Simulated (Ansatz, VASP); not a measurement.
**One calculation of Cs2Ge, two programs**

```
CELL_PARAMETERS angstrom
4.74530 0.00000 0.00000
-2.37265 4.10955 0.00000
0.00000 0.00000 10.01892
ATOMIC_POSITIONS crystal
Cs 0.33333 0.66667 0.74607
Cs 0.66667 0.33333 0.25393
Ge 0.00000 0.00000 0.50000
```

Alike in both runs: functional PBE; k mesh 12 × 12 × 6; occupations gaussian, width 0.1 eV; no spin polarisation.

Ansatz relaxed the structure, and its values are those at the end. VASP's run is a single point on that final structure, the one shown.

```csv
,VASP,Ansatz
version,VASP 6.6.1,Ansatz 0.2.0
potentials or method,"VASP PAW PBE potentials, release 64 (Cs_sv, Ge_d), cutoff 520 eV","scalar-relativistic, plane waves, PAW"
valence electrons in the cell,32,32
```

```csv
,VASP,Ansatz,Ansatz less VASP
gap on the k mesh at the Fermi level (eV),none,none,-
pressure (GPa),0.0,0.0,-0.03
rms of the force components (eV/Å),0.001,0.003,+0.0023
```

A gap of «none» marks a metal or a gap that the smearing closes. The functional is the same, so the differences come from potentials, cutoffs and numerics.

Spin-orbit coupling is off throughout.
